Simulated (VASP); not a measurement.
Write the native input for VASP 6.6.1 that does the following.

- Task: single point
- Functional: PBE
- Potentials or basis: VASP PAW PBE potentials, release 64 (Pb_d, Te)
- Cutoff: 520 eV
- k mesh: 12 × 12 × 12
- Occupations: fermi-dirac, width 0.1 eV
- Spin: no spin polarisation
- Dipole correction: no
- Further INCAR settings: ALGO = Normal; EDIFF = 1e-06; NBANDS = 17

The structure of TePb (zincblende type) lies in POSCAR:

```
TePb
1.0
    0.0000000000      3.1218802739      3.1218802739
    3.1218802739      0.0000000000      3.1218802739
    3.1218802739      3.1218802739      0.0000000000
Pb Te
1 1
Direct
    0.0000000000      0.0000000000      0.0000000000
    0.2500000000      0.2500000000      0.2500000000
```

These files were run (other wordings do the same):

INCAR

```
SYSTEM = TePb
  ALGO = Normal
  EDIFF = 1E-6
  ENCUT = 520
  GGA = PE
  ISIF = 2
  ISMEAR = -1
  LASPH = .True.
  LCHARG = .True.
  LELF = .True.
  LREAL = .False.
  LVHAR = .True.
  LWAVE = .False.
  NBANDS = 17
  NELM = 100
  PREC = Accurate
  SIGMA = 0.1
```

KPOINTS

```
k-points
0
Gamma
  12 12 12
  0 0 0
```

Potentials or basis: VASP PAW PBE potentials, release 64 (Pb_d, Te).

Command:

```console
$ cat potpaw_PBE.64/Pb_d/POTCAR potpaw_PBE.64/Te/POTCAR > POTCAR
$ mpirun -np 1 vasp_std > vasp.out
```

It gave:

| Property | Result |
| --- | --- |
| Pressure | 30.9 GPa |
| Band gap on the k mesh | zero (bands 10 and 11 overlap by 1.12 eV) |

Caveat: the cell stands under pressure; spin-orbit coupling is left out, which moves the levels of the heavy elements.

Run time: 110 s on 1 thread of Intel Xeon 8259CL (shared host), peak memory 0.25 GiB.
